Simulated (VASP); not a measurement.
# SiO2 (P6_422) in VASP: a series of runs, part 2 of 2

VASP 6.6.1.

### 3 Single point, r2SCAN (15.01 Å³/atom)

This run uses another cell than the first one, of 15.01 Å³/atom.

Input file POSCAR:

```
SiO2
1.0
    5.2324433880      0.0000000000      0.0000000000
   -2.6162216940      4.5314288979      0.0000000000
    0.0000000000      0.0000000000      5.6993352639
Si O
3 6
Direct
    0.0000000000      0.5000000000      0.3333333333
    0.5000000000      0.5000000000      0.6666666667
    0.5000000000      0.0000000000      0.0000000000
    0.5691951715      0.7845975857      0.8333333333
    0.7845975857      0.5691951715      0.5000000000
    0.7845975857      0.2154024143      0.1666666667
    0.4308048285      0.2154024143      0.8333333333
    0.2154024143      0.4308048285      0.5000000000
    0.2154024143      0.7845975857      0.1666666667
```

Input file INCAR.step1:

```
PREC = Accurate
ENCUT = 520
ISMEAR = 0
SIGMA = 0.02
LREAL = F
LASPH = T
NELM = 60
NBANDS = 34
GGA = PE
ALGO = Normal
EDIFF = 1E-4
LWAVE = T
LCHARG = F
```

Input file INCAR.step2:

```
PREC = Accurate
ENCUT = 520
EDIFF = 1E-6
ISMEAR = 0
SIGMA = 0.02
LREAL = F
LASPH = T
NELM = 60
ALGO = Normal
ISIF = 2
LWAVE = F
LCHARG = T
METAGGA = R2SCAN
LMIXTAU = T
LELF = T
LVHAR = T
NBANDS = 34
ISTART = 1
```

Input file KPOINTS:

```
regular mesh
0
Gamma
  6 6 4
```

Potentials or basis: VASP PAW PBE potentials, release 64 (Si, O).

Run with:

```
$ cat potpaw_PBE.64/Si/POTCAR potpaw_PBE.64/O/POTCAR > POTCAR
$ cp INCAR.step1 INCAR
$ mpirun -np 1 vasp_std > vasp.out
$ cp INCAR.step2 INCAR
$ mpirun -np 1 vasp_std > vasp.out
```

OUTCAR:

```text
PREC = Accurate
   ENCUT = 520
   EDIFF = 1E-6
   ISMEAR = 0
   LREAL = F
   LASPH = T
   NELM = 60
   ISIF = 2
   METAGGA = R2SCAN
   ISTART = 1

 ion  position               nearest neighbor table
   1  0.000  0.500  0.333-   6 1.65   9 1.65   8 1.65   5 1.65
   2  0.500  0.500  0.667-   4 1.65   7 1.65   5 1.65   8 1.65
   3  0.500  0.000  0.000-   6 1.65   9 1.65   7 1.65   4 1.65
   4  0.569  0.785  0.833-   2 1.65   3 1.65
   5  0.785  0.569  0.500-   2 1.65   1 1.65
   6  0.785  0.215  0.167-   1 1.65   3 1.65
   7  0.431  0.215  0.833-   2 1.65   3 1.65
   8  0.215  0.431  0.500-   2 1.65   1 1.65
   9  0.215  0.785  0.167-   1 1.65   3 1.65

  LATTYP: Found a hexagonal cell.
 ALAT       =     5.2324433880
 C/A-ratio  =     1.0892301820

  Lattice vectors:

 A1 = (   5.2324433880,   0.0000000000,   0.0000000000)
 A2 = (  -2.6162216940,   4.5314288979,   0.0000000000)
 A3 = (   0.0000000000,   0.0000000000,   5.6993352639)

Analysis of symmetry for initial positions (statically):
=====================================================================
 Subroutine PRICEL returns:
 Original cell was already a primitive cell.

 Routine SETGRP: Setting up the symmetry group for a
 hexagonal supercell.

 Subroutine GETGRP returns: Found 12 space group operations
 (whereof  4 operations were pure point group operations)
 out of a pool of 24 trial point group operations.

The static configuration has the point symmetry D_2 .
 The point group associated with its full space group is D_6 .

Analysis of symmetry for dynamics (positions and initial velocities):
=====================================================================
 Subroutine PRICEL returns:
 Original cell was already a primitive cell.

 Routine SETGRP: Setting up the symmetry group for a
 hexagonal supercell.

 Subroutine GETGRP returns: Found 12 space group operations
 (whereof  4 operations were pure point group operations)
 out of a pool of 24 trial point group operations.
[... 137 lines left out ...]
   METAGGA = R2SCAN    functional components
   LHFCALC =     F    Hartree Fock is set to
   AEXX    =    0.0000 exact exchange contribution
   IVDW    =     0    specifies the selected vdW correction
   LEPSILON=     F    determine dielectric tensor
   LRPA    =     F    only Hartree local field effects (RPA)
 non-spin polarized calculation
 Gauss-broadening in eV      SIGMA  =   0.02
  energy-cutoff  :      520.00
  volume of cell :      135.13
 maximum number of plane-waves:      3666
 NGX is ok and might be reduce to    40
   NGX = 19   NGY = 19   NGZ = 21

 number of electron      47.9999995 magnetization

 Free energy of the ion-electron system (eV)
  ---------------------------------------------------
  ext. energy  EPLUGINS =         0.00000000
  ---------------------------------------------------
  free energy    TOTEN  =       -88.89030046 eV

  energy without entropy =      -88.89030046  energy(sigma->0) =      -88.89030046

 E-fermi :  -0.4228     XC(G=0):  -8.7485

 val. band max:       -0.5289331169   @ k =   0.5000   0.0000   0.0000
 cond. band min:       5.2541735280   @ k =   0.0000   0.0000   0.0000
 fundamental gap:      5.7831066449
 Fermi energy:        -0.4228394272

 k-point     1 :       0.0000    0.0000    0.0000
  band No.  band energies     occupation
      1     -20.5892      2.00000
      2     -19.2765      2.00000
      3     -19.2765      2.00000
      4     -18.8494      2.00000
      5     -18.6656      2.00000
      6     -18.6656      2.00000
[... 766 lines left out ...]
     33      11.1784      0.00000
     34      11.1802      0.00000

------------------------ aborting loop because EDIFF is reached ----------------------------------------

  FORCE on cell =-STRESS in cart. coord.  units (eV):
  Direction    XX          YY          ZZ          XY          YZ          ZX
  --------------------------------------------------------------------------------------
  -------------------------------------------------------------------------------------
  Total      -10.1594401    -10.1594401    -10.2420690     -0.0000000     -0.0000000      0.0000000
  in kB     -120.4526735   -120.4526735   -121.4323407     -0.0000000     -0.0000000      0.0000000
  external PRESSURE =    -120.7792293 kB  Pullay stress =       0.0000000 kB

 VOLUME and BASIS-vectors are now :
 -----------------------------------------------------------------------------
  energy-cutoff  :      520.00
  volume of cell :      135.13
      direct lattice vectors                 reciprocal lattice vectors
     5.232443388  0.000000000  0.000000000     0.191115302  0.110340471  0.000000000
    -2.616221694  4.531428898  0.000000000     0.000000000  0.220680942  0.000000000
     0.000000000  0.000000000  5.699335264     0.000000000  0.000000000  0.175459059

 POSITION                                       TOTAL-FORCE (eV/Angst)
 -----------------------------------------------------------------------------------
     -1.30811      2.26571      1.89978        -0.000000      0.000000     -0.000000
      1.30811      2.26571      3.79956        -0.000000      0.000000      0.000000
      2.61622      0.00000      0.00000        -0.000000      0.000000     -0.000000
      0.92560      3.55535      4.74945        -0.001852     -0.001070      0.000000
      2.61622      2.57927      2.84967        -0.000000     -0.002139     -0.000000
      3.54182      0.97608      0.94989        -0.001852      0.001070      0.000000
      1.69062      0.97608      4.74945         0.001852      0.001070      0.000000
      0.00000      1.95216      2.84967        -0.000000      0.002139     -0.000000
     -0.92560      3.55535      0.94989         0.001852     -0.001070      0.000000
 -----------------------------------------------------------------------------------
    total drift:                                0.000000     -0.000000     -0.000001

  FREE ENERGIE OF THE ION-ELECTRON SYSTEM (eV)
  ---------------------------------------------------
  free  energy   TOTEN  =       -88.8903004596 eV

  energy  without entropy=      -88.8903004596  energy(sigma->0) =      -88.89030046
```

OSZICAR.step1:

```text
N       E                     dE             d eps       ncg     rms          rms(c)
DAV:   1     0.297707584116E+03    0.29771E+03   -0.24476E+04  1428   0.128E+03
DAV:   2    -0.575306994809E+02   -0.35524E+03   -0.34025E+03  1874   0.300E+02
DAV:   3    -0.801301017133E+02   -0.22599E+02   -0.22477E+02  1814   0.800E+01
DAV:   4    -0.804033807022E+02   -0.27328E+00   -0.27293E+00  1768   0.989E+00
DAV:   5    -0.804077160043E+02   -0.43353E-02   -0.43324E-02  1806   0.123E+00    0.240E+01
DAV:   6    -0.708345080239E+02    0.95732E+01   -0.36312E+01  1640   0.314E+01    0.112E+01
DAV:   7    -0.708705147102E+02   -0.36007E-01   -0.97091E-01  1654   0.478E+00    0.412E+00
DAV:   8    -0.708713490286E+02   -0.83432E-03   -0.37677E-02  1792   0.149E+00    0.168E+00
DAV:   9    -0.708832156441E+02   -0.11867E-01   -0.26804E-02  1564   0.120E+00    0.358E-01
DAV:  10    -0.708850690523E+02   -0.18534E-02   -0.41963E-03  1680   0.335E-01    0.118E-01
DAV:  11    -0.708849252773E+02    0.14377E-03   -0.11105E-03  1688   0.191E-01    0.209E-02
DAV:  12    -0.708849364341E+02   -0.11157E-04   -0.25180E-05  1016   0.295E-02
   1 F= -.70884936E+02 E0= -.70884936E+02  d E =-.176799E-37
```

Wall time 2.4 min (1 thread of Intel Xeon 6975P-C (Granite Rapids), shared host); peak memory 0.3 GiB.

What came out:

```yaml
Free_energy: -88.8903 eV
Pressure: -12.1 GPa
Band_gap_on_the_k_mesh: 5.78 eV (least direct gap 6.02 eV)
```

Forces in eV/Å, atoms in the order of the input:
```
Si   0.000  0.000  0.000
Si   0.000  0.000  0.000
Si   0.000  0.000  0.000
O   -0.002 -0.001  0.000
O    0.000 -0.002  0.000
O   -0.002  0.001  0.000
O    0.002  0.001  0.000
O    0.000  0.002  0.000
O    0.002 -0.001  0.000
```

Stress tensor (GPa, compression positive):
```
-12.05   0.00   0.00
  0.00 -12.05   0.00
  0.00   0.00 -12.14
```

Caveat: the cell stands under tension; the PAW data sets were made with another functional, which shifts forces and pressure a little.
